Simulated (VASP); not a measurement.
MgS: single point with r2SCAN

MgS:

```
CELL_PARAMETERS angstrom
0.06685 2.84111 2.84111
2.84111 0.06685 2.84111
2.84111 2.84111 0.06685
ATOMIC_POSITIONS crystal
Mg 0.00223 0.00223 0.00223
S 0.24777 0.24777 0.24777
```

This cell differs from its parent crystal: epitaxial 111 strain -2.0%.

```yaml
Program: VASP 6.6.1
Task: single point
Functional: r2SCAN
Potentials_or_basis: VASP PAW PBE potentials, release 64 (Mg, S)
Cutoff: 520 eV
k_mesh: 8 × 8 × 8
Occupations: gaussian, width 0.01 eV
Spin: no spin polarisation
Dipole_correction: no
Further_INCAR_settings: ALGO = Normal; EDIFF = 1e-07; NBANDS = 11
```

```yaml
Pressure: 1.3 GPa
Band_gap_on_the_k_mesh: 4.16 eV, direct
```

Forces on the atoms (eV/Å):
```
Mg  -0.001 -0.001 -0.001
S    0.001  0.001  0.001
```

Stress tensor (GPa, compression positive):
```
 1.26 -0.80 -0.80
-0.80  1.26 -0.80
-0.80 -0.80  1.26
```

Levels at points of the mesh, in eV from the valence-band top:
| k point | band 1 | band 2 | band 3 | band 4 | band 5 | band 6 | band 7 | band 8 | band 9 |
| --- | --- | --- | --- | --- | --- | --- | --- | --- | --- |
| (0.00, 0.00, 0.00) | -11.91 | -0.23 | 0.00 | 0.00 | 4.16 | 8.28 | 8.75 | 8.75 | 11.43 |
| (0.50, 0.00, 0.00) | -11.15 | -3.29 | -0.52 | -0.39 | 5.74 | 7.97 | 8.23 | 9.30 | 13.64 |
| (0.50, 0.50, 0.00) | -10.93 | -2.97 | -1.27 | -1.05 | 4.20 | 6.22 | 12.24 | 13.43 | 13.44 |
| (0.50, 0.50, 0.50) | -11.23 | -3.39 | -0.29 | -0.29 | 5.97 | 8.37 | 8.37 | 9.27 | 13.70 |

Run time: 120 s on 1 thread of Intel(R) Xeon(R) Platinum 8259CL CPU @ 2.50GHz (Skylake/Cascade Lake), on a shared host, peak memory 0.19 GiB.

Caveat: the cell differs from its parent crystal (epitaxial 111 strain -2.0%); the PAW data sets were made with another functional, which shifts forces and pressure a little. A k mesh can miss the band edges.
